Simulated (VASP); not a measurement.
Runs of VASP 6.6.1 on HfSiO4. The structure is that of space group F222 (No. 22), or close to it. The cells are those of the table. 

```csv
task,cell,k mesh,cutoff (eV),smearing,gap on the mesh (eV),pressure (GPa),relaxed volume (Å³/atom),largest force (eV/Å)
single point,"a = 5.535, b = 5.001, c = 4.450 Å, angles 71.4, 58.9, 49.6°, 6 atoms",4 × 4 × 4,520,gaussian 0.1 eV,none,25.8,-,(b)
single point,"a = 5.247, b = 4.750, c = 4.269 Å, angles 70.9, 58.8, 50.3°, 6 atoms",6 × 6 × 6,520,gaussian 0.1 eV,1.03,-1.2,-,0.10
single point,"a = 5.230, b = 4.646, c = 4.353 Å, angles 71.0, 57.1, 51.9°, 6 atoms",8 × 8 × 8,520,gaussian 0.02 eV,0.93,-1.2,-,(a)
single point,"a = 4.750, b = 5.247, c = 4.269 Å, angles 58.8, 70.9, 50.3°, 6 atoms",4 × 4 × 4,520,gaussian 0.1 eV,1.03,-1.3,-,0.10
relaxation of cell and atoms,"relaxed from a = 5.247, b = 4.750, c = 4.269 Å, angles 70.9, 58.8, 50.3°, 6 atoms",6 × 6 × 6,600,gaussian 0.1 eV,1.01,-0.1,11.53,0.01
relaxation of cell and atoms,"relaxed from a = 5.535, b = 5.001, c = 4.450 Å, angles 71.4, 58.9, 49.6°, 6 atoms",4 × 4 × 4,600,gaussian 0.1 eV,1.19,-0.1,11.55,0.01
```

Alike in all rows: level PBE; potentials or basis VASP PAW PBE potentials, release 64 (Hf_pv, Si, O); no spin polarisation.

Fill in the values left out.

(a) 0.09; (b) 15.75.

Caveats: some runs use coarse meshes; spin-orbit coupling is left out, which moves the levels of the heavy elements; forces of over 1 eV/Å act on the atoms, so gaps and moduli don't describe the material at rest (some runs).

A k mesh can miss the band edges, and the runs leave out spin-orbit coupling on Hf.

A gap of «none» marks levels without a gap at the run's occupations.
